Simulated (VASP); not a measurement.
# Ir (P6/mmm) in VASP: a series of runs

Runs on Ir. Level: r2SCAN. Tasks: single point.

Program: VASP 6.6.1. These are calculated values, not measurements. Logs are shortened: lines on timing, memory, paths and dates and some standing lists are left out, and cuts for length are marked.

## Step 1: The cell of the first run

The structure is hexagonal, space group P6/mmm (No. 191). Conventional cell: a = 4.349 Å, b = 4.349 Å, c = 2.686 Å, α = 90.00°, β = 90.00°, γ = 120.00°. Within 3.5 Å of Ir (site symmetry 6/mmm) lie 14 Ir at 2.69 to 2.85 Å. Within 3.3 Å of Ir (site symmetry -6m2) lie 11 Ir at 2.51 to 2.85 Å.

## Step 2: Single point, r2SCAN

POSCAR reads:

```
Ir
1.0
    4.3485663814      0.0000000000      0.0000000000
   -2.1742831907      3.7659689563      0.0000000000
    0.0000000000      0.0000000000      2.6856969328
Ir
3
Direct
    1.0000000000      1.0000000000      0.0000000000
    0.3333333333      0.6666666667      0.5000000000
    0.6666666667      0.3333333333      0.5000000000
```

INCAR.step1 reads:

```
  PREC = Accurate
  ENCUT = 520
  ISMEAR = -1
  SIGMA = 0.1
  LREAL = F
  LASPH = T
  NELM = 100
  NBANDS = 20
  GGA = PE
  ALGO = Normal
  EDIFF = 1E-4
  LWAVE = T
  LCHARG = F
```

INCAR.step2 reads:

```
  PREC = Accurate
  ENCUT = 520
  EDIFF = 1E-7
  ISMEAR = -1
  SIGMA = 0.1
  LREAL = F
  LASPH = T
  NELM = 100
  ALGO = Normal
  ISIF = 2
  LWAVE = F
  LCHARG = F
  METAGGA = R2SCAN
  LMIXTAU = T
  NBANDS = 20
  ISTART = 1
```

KPOINTS reads:

```
regular mesh
0
Gamma
  9 9 12
```

Potentials or basis: VASP PAW PBE potentials, release 64 (Ir).

Run with:

```sh
$ cat potpaw_PBE.64/Ir/POTCAR > POTCAR
$ cp INCAR.step1 INCAR
$ mpirun -np 1 vasp_std > vasp.out
$ cp INCAR.step2 INCAR
$ mpirun -np 1 vasp_std > vasp.out
```

OUTCAR:

```text
PREC = Accurate
   ENCUT = 520
   EDIFF = 1E-7
   ISMEAR = -1
   LREAL = F
   LASPH = T
   NELM = 100
   ISIF = 2
   METAGGA = R2SCAN
   ISTART = 1

 ion  position               nearest neighbor table
   1  0.000  0.000  0.000-   2 2.85   3 2.85   2 2.85   3 2.85   2 2.85   2 2.85   3 2.85   3 2.85
                             3 2.85   3 2.85   2 2.85   2 2.85
   2  0.333  0.667  0.500-   3 2.51   3 2.51   3 2.51   1 2.85   1 2.85   1 2.85   1 2.85   1 2.85
                             1 2.85
   3  0.667  0.333  0.500-   2 2.51   2 2.51   2 2.51   1 2.85   1 2.85   1 2.85   1 2.85   1 2.85
                             1 2.85

  LATTYP: Found a hexagonal cell.
 ALAT       =     4.3485663814
 C/A-ratio  =     0.6176051363

  Lattice vectors:

 A1 = (   4.3485663814,   0.0000000000,   0.0000000000)
 A2 = (  -2.1742831907,   3.7659689563,   0.0000000000)
 A3 = (   0.0000000000,   0.0000000000,   2.6856969328)

Analysis of symmetry for initial positions (statically):
=====================================================================
 Subroutine PRICEL returns:
 Original cell was already a primitive cell.

 Routine SETGRP: Setting up the symmetry group for a
 hexagonal supercell.

 Subroutine GETGRP returns: Found 24 space group operations
 (whereof 24 operations were pure point group operations)
 out of a pool of 24 trial point group operations.

The static configuration has the point symmetry D_6h.

Analysis of symmetry for dynamics (positions and initial velocities):
=====================================================================
 Subroutine PRICEL returns:
 Original cell was already a primitive cell.

 Routine SETGRP: Setting up the symmetry group for a
 hexagonal supercell.

 Subroutine GETGRP returns: Found 24 space group operations
 (whereof 24 operations were pure point group operations)
 out of a pool of 24 trial point group operations.

The dynamic configuration has the point symmetry D_6h.

 Subroutine INISYM returns: Found 24 space group operations
 (whereof 24 operations are pure point group operations),
 and found     1 'primitive' translations

----------------------------------------------------------------------------------------

                                     Primitive cell

  volume of cell :      43.9825

  direct lattice vectors                    reciprocal lattice vectors
     4.348566381  0.000000000  0.000000000     0.229960845  0.132767956  0.000000000
    -2.174283191  3.765968956  0.000000000     0.000000000  0.265535912  0.000000000
     0.000000000  0.000000000  2.685696933     0.000000000  0.000000000  0.372342831

  length of vectors
     4.348566381  4.348566381  2.685696933     0.265535912  0.265535912  0.372342831

  position of ions in fractional coordinates (direct lattice)
     0.000000000  0.000000000  0.000000000
     0.333333333  0.666666667  0.500000000
     0.666666667  0.333333333  0.500000000

  ion indices of the primitive-cell ions
   primitive index   ion index
                 1           1
                 2           2
                 3           3

----------------------------------------------------------------------------------------

 KPOINTS: regular mesh

Automatic generation of k-mesh.
 Grid dimensions read from file:
 generate k-points for:    9    9   12

 Generating k-lattice:

  Cartesian coordinates                     Fractional coordinates (reciprocal lattice)
     0.025551205  0.014751995  0.000000000     0.111111111 -0.000000000  0.000000000
     0.000000000  0.029503990  0.000000000     0.000000000  0.111111111  0.000000000
     0.000000000  0.000000000  0.031028569     0.000000000  0.000000000  0.083333333

  Length of vectors
     0.029503990  0.029503990  0.031028569

  Shift w.r.t. Gamma in fractional coordinates (k-lattice)
     0.000000000  0.000000000  0.000000000

 Subroutine IBZKPT returns following result:
 ===========================================

 Found     84 irreducible k-points:

 Following reciprocal coordinates:
            Coordinates               Weight
  0.000000  0.000000  0.000000      1.000000
  0.111111 -0.000000  0.000000      6.000000
  0.222222 -0.000000  0.000000      6.000000
  0.333333 -0.000000  0.000000      6.000000
  0.444444 -0.000000  0.000000      6.000000
  0.111111  0.111111  0.000000      6.000000
[... 16 lines left out ...]
  0.333333  0.222222  0.083333     24.000000
  0.333333  0.333333  0.083333      4.000000
 [... further k-points ...]
   k-points           NKPTS =     84   k-points in BZ     NKDIM =     84   number of bands    NBANDS=     20
   number of dos      NEDOS =    301   number of ions     NIONS =      3
   total plane-waves  NPLWV =  20480
   dimension x,y,z NGX =    32 NGY =   32 NGZ =   20
   dimension x,y,z NGXF=    64 NGYF=   64 NGZF=   40
   ions per type =               3
   NGX,Y,Z   is equivalent  to a cutoff of  12.23, 12.23, 12.38 a.u.
   NGXF,Y,Z  is equivalent  to a cutoff of  24.47, 24.47, 24.76 a.u.
 SYSTEM =  unknown system
   PREC   = accura    normal or accurate (medium, high low for compatibility)
   ISTART =      1    job   : 0-new  1-cont  2-samecut
   ICHARG =      0    charge: 1-file 2-atom 10-const
   ISPIN  =      1    spin polarized calculation?
   LNONCOLLINEAR =      F non collinear calculations
   LSORBIT =      F    spin-orbit coupling
   LASPH  =      T    aspherical Exc in radial PAW
   ENCUT  =  520.0 eV  38.22 Ry    6.18 a.u.   8.09  8.09  4.99*2*pi/ulx,y,z
   NELM   =    100;   NELMIN=  2; NELMDL=  0     # of ELM steps
   EDIFF  = 0.1E-06   stopping-criterion for ELM
   LREAL  =      F    real-space projection
   EDIFFG = 0.1E-05   stopping-criterion for IOM
   NSW    =      0    number of steps for IOM
   IBRION =     -1    ionic relax: 0-MD 1-quasi-New 2-CG
   NFREE  =      0    steps in history (QN), initial steepest desc. (CG)
   ISIF   =      2    stress and relaxation
   ISYM   =      2    0-nonsym 1-usesym 2-fastsym
   POTIM  = 0.5000    time-step for ionic-motion
   TEBEG  =    0.0;   TEEND  =   0.0 temperature during run
   PSTRESS=    0.0 pullay stress
   NELECT =      27.0000    total number of electrons
   NUPDOWN=      -1.0000    fix difference up-down
   EMIN   =  10.00;   EMAX   =-10.00  energy-range for DOS
   EFERMI =   0.00;   METHOD = LEGACY
   ISMEAR =    -1;   SIGMA  =   0.10  broadening in eV -4-tet -1-fermi 0-gaus
   EFERMI_NEDOS =   21; number of points for ismear=-14 and -15
   IALGO  =     38    algorithm
   IMIX   =      4    mixing-type and parameters
     AMIX     =   0.40;   BMIX     =  1.00
     AMIX_MAG =   1.60;   BMIX_MAG =  1.00
  volume/ion in A,a.u.               =      14.66        98.94
  Fermi-wavevector in a.u.,A,eV,Ry     =   1.391349  2.629269 26.338873  1.935853
  Thomas-Fermi vector in A             =   2.515197
   LORBIT       =      0    0 simple, 1 ext, 2 COOP (PROOUT), +10 PAW based schemes
   METAGGA = R2SCAN    functional components
   LHFCALC =     F    Hartree Fock is set to
   AEXX    =    0.0000 exact exchange contribution
   IVDW    =     0    specifies the selected vdW correction
   LEPSILON=     F    determine dielectric tensor
   LRPA    =     F    only Hartree local field effects (RPA)
 non-spin polarized calculation
  energy-cutoff  :      520.00
  volume of cell :       43.98
 maximum number of plane-waves:      1204
   NGX = 17   NGY = 17   NGZ =  9

 number of electron      27.0000001 magnetization

 Free energy of the ion-electron system (eV)
  ---------------------------------------------------
  ext. energy  EPLUGINS =         0.00000000
  ---------------------------------------------------
  free energy    TOTEN  =      -156.10442561 eV

  energy without entropy =     -155.95868248  energy(sigma->0) =     -156.03155405

 E-fermi :   9.5714     XC(G=0): -15.0538

 val. band max:        9.5694697570   @ k =   0.4444   0.1111   0.2500
 cond. band min:       9.5752951318   @ k =   0.4444  -0.0000   0.2500
 fundamental gap:      0.0058253747
 Fermi energy:         9.5713562501

 k-point     1 :       0.0000    0.0000    0.0000
  band No.  band energies     occupation
      1      -1.5540      2.00000
      2       2.2640      2.00000
      3       4.6455      2.00000
      4       4.9097      2.00000
      5       4.9097      2.00000
      6       4.9211      2.00000
[... 12 lines left out ...]
     19      18.3887      0.00000
     20      18.3887      0.00000

 k-point     2 :       0.1111   -0.0000    0.0000
  band No.  band energies     occupation
      1      -1.3545      2.00000
      2       2.3235      2.00000
      3       3.9397      2.00000
      4       4.3897      2.00000
      5       4.4724      2.00000
      6       5.2187      2.00000
[... 12 lines left out ...]
     19      16.7262      0.00000
     20      17.9816      0.00000

 k-point     3 :       0.2222   -0.0000    0.0000
  band No.  band energies     occupation
      1      -0.7812      2.00000
      2       2.3731      2.00000
      3       3.1282      2.00000
      4       3.9722      2.00000
      5       4.0940      2.00000
      6       5.1037      2.00000
[... 12 lines left out ...]
     19      16.9544      0.00000
     20      19.1572      0.00000

 k-point     4 :       0.3333   -0.0000    0.0000
  band No.  band energies     occupation
      1       0.0848      2.00000
      2       1.9639      2.00000
      3       2.8886      2.00000
      4       3.5766      2.00000
      5       3.9966      2.00000
      6       4.7828      2.00000
[... 12 lines left out ...]
     19      17.2960      0.00000
     20      21.1995      0.00000

 k-point     5 :       0.4444   -0.0000    0.0000
  band No.  band energies     occupation
      1       1.0520      2.00000
      2       1.6464      2.00000
      3       2.2277      2.00000
      4       3.8338      2.00000
      5       4.0139      2.00000
      6       4.3241      2.00000
[... 12 lines left out ...]
     19      17.5085      0.00000
     20      23.7061      0.00000
[... 353 lines left out ...]
      6       4.3229      2.00000
[... 12 lines left out ...]
     19      18.2878      0.00000
     20      24.2524      0.00000

 k-point    22 :       0.2222    0.2222    0.0833
  band No.  band energies     occupation
      1       0.6580      2.00000
      2       2.0084      2.00000
      3       2.5447      2.00000
      4       3.6598      2.00000
      5       4.4983      2.00000
      6       5.0570      2.00000
[... 12 lines left out ...]
     19      19.7139      0.00000
     20      20.3269      0.00000

 k-point    23 :       0.3333    0.2222    0.0833
  band No.  band energies     occupation
      1       1.2286      2.00000
      2       1.8573      2.00000
      3       2.2004      2.00000
      4       4.0776      2.00000
      5       4.3621      2.00000
      6       4.7645      2.00000
[... 12 lines left out ...]
     19      20.1001      0.00000
     20      22.3774      0.00000

 k-point    24 :       0.3333    0.3333    0.0833
  band No.  band energies     occupation
      1       1.2458      2.00000
      2       2.0330      2.00000
      3       2.0330      2.00000
      4       4.3082      2.00000
      5       4.3082      2.00000
      6       4.7817      2.00000
[... 12 lines left out ...]
     19      21.7689      0.00000
     20      22.7784      0.00000

 [... further k-points ...]
[... 5 lines left out ...]
  --------------------------------------------------------------------------------------
  -------------------------------------------------------------------------------------
  Total        0.6665498      0.6665498      0.5515445      0.0000000      0.0000000     -0.0000000
  in kB       24.2808209     24.2808209     20.0914526      0.0000000      0.0000000     -0.0000000
  external PRESSURE =      22.8843648 kB  Pullay stress =       0.0000000 kB

 VOLUME and BASIS-vectors are now :
 -----------------------------------------------------------------------------
  energy-cutoff  :      520.00
  volume of cell :       43.98
      direct lattice vectors                 reciprocal lattice vectors
     4.348566381  0.000000000  0.000000000     0.229960845  0.132767956  0.000000000
    -2.174283191  3.765968956  0.000000000     0.000000000  0.265535912  0.000000000
     0.000000000  0.000000000  2.685696933     0.000000000  0.000000000  0.372342831

 POSITION                                       TOTAL-FORCE (eV/Angst)
 -----------------------------------------------------------------------------------
      0.00000      0.00000      0.00000         0.000000      0.000000      0.000000
     -0.00000      2.51065      1.34285        -0.000000      0.000000      0.000000
      2.17428      1.25532      1.34285         0.000000      0.000000      0.000000
 -----------------------------------------------------------------------------------
    total drift:                               -0.000000      0.000000      0.000000

  FREE ENERGIE OF THE ION-ELECTRON SYSTEM (eV)
  ---------------------------------------------------
  free  energy   TOTEN  =      -156.1044256104 eV

  energy  without entropy=     -155.9586824844  energy(sigma->0) =     -156.03155405
```

Run time: 99 s. Hardware: 1 thread of Intel Xeon 6975P-C (Granite Rapids), shared host; peak memory 0.2 GiB.

What came out:

```yaml
Free_energy: -156.1044 eV
Pressure: 2.3 GPa
```

Stress tensor (GPa, compression positive):
```
2.43 0.00 0.00
0.00 2.43 0.00
0.00 0.00 2.01
```

Caveat: the PAW data sets were made with another functional, which shifts forces and pressure a little; spin-orbit coupling is left out, which moves the levels of the heavy elements.

(Continued in part 2 of 2.)
